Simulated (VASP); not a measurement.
Here is a VASP 6.6.1 calculation.

File POSCAR:

```
CaF2
1.0
    0.0000000000      2.7195929735      2.7195929735
    2.7195929735      0.0000000000      2.7195929735
    2.7195929735      2.7195929735      0.0000000000
Ca F
1 2
Direct
    0.0000000000      0.0000000000      0.0000000000
    0.2500000000      0.2500000000      0.2500000000
    0.7500000000      0.7500000000      0.7500000000
```

File INCAR.step1:

```
ALGO = Normal
EDIFF = 1E-8
ENCUT = 500
GGA = PE
ISMEAR = 0
LASPH = T
LCHARG = F
LREAL = F
LWAVE = T
NELM = 100
PREC = Accurate
SIGMA = 0.01
```

Contents of INCAR.step2:

```
ALGO = Exact
EDIFF = 1E-8
ENCUT = 500
GGA = PE
ISMEAR = 0
ISTART = 1
LASPH = T
LCHARG = F
LOPTICS = T
LREAL = F
LWAVE = T
NBANDS = 77
NELM = 1
PREC = Accurate
SIGMA = 0.01
```

INCAR.step3

```
ALGO = EVGW0
EDIFF = 1E-8
ENCUT = 500
ENCUTGW = 80.0
GGA = PE
ISMEAR = 0
ISTART = 1
LASPH = T
LCHARG = F
LREAL = F
LWAVE = F
NBANDS = 77
NBANDSGW = 20
NELMGW = 1
NOMEGA = 48
PREC = Accurate
PRECFOCK = Fast
SIGMA = 0.01
```

File KPOINTS:

```
k-points
0
Gamma
  4 4 4
```

Potentials or basis: VASP PAW PBE potentials, release 64 (Ca_sv_GW, F_GW).

Command:

```console
$ cat potpaw_PBE.64/Ca_sv_GW/POTCAR potpaw_PBE.64/F_GW/POTCAR > POTCAR
$ cp INCAR.step1 INCAR
$ mpirun -np 1 vasp_std > vasp.out
$ cp INCAR.step2 INCAR
$ mpirun -np 1 vasp_std > vasp.out
$ cp INCAR.step3 INCAR
$ mpirun -np 1 vasp_std > vasp.out
```

(1) What does it give for the quasiparticle gap?

(2) Predict the least direct quasiparticle gap.

(3) Predict the least direct gap of the starting levels on the mesh.

(4) What does it give for the band gap of the starting levels on the mesh?

Answers

(1) 10.44 eV.

(2) 10.75 eV.

(3) 7.63 eV.

(4) 7.38 eV.

Caveat: the k points lie up to 0.50 Å⁻¹ apart; bands, screening cutoff and mesh are small and nothing is extrapolated, so the quasiparticle values aren't converged.
